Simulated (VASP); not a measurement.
A run of VASP 6.6.1:

The input INCAR:

```
ALGO = Normal ; EDIFF = 1E-6
ENCUT = 520 ; GGA = PE
ISIF = 2 ; ISMEAR = -1
LASPH = True ; LCHARG = False
LREAL = False ; LWAVE = False
NBANDS = 10 ; NELM = 80
PREC = Accurate ; SIGMA = 0.1
```

File KPOINTS:

```
k-points
0
Gamma
  14 14 14
```

POSCAR

```
Os
1.0
    2.6560828337      0.0000000000      0.0000000000
    0.0000000000      2.6560828337      0.0000000000
    0.0000000000      0.0000000000      2.6560828337
Os
1
Direct
    0.0000000000      0.0000000000      0.0000000000
```

Potentials or basis: VASP PAW PBE potentials, release 64 (Os).

Launch:

```sh
$ cat potpaw_PBE.64/Os/POTCAR > POTCAR
$ mpirun -np 1 vasp_std > vasp.out
```

Hardware: 1 thread of Intel(R) Xeon(R) 6975P-C (Granite Rapids), on a shared host.

Question: How long does it take, and how much memory?

Answer: Wall time 6 s on 1 thread of Intel(R) Xeon(R) 6975P-C (Granite Rapids), on a shared host, peak memory 0.14 GiB. Counts: scf iterations 11, k points 120.
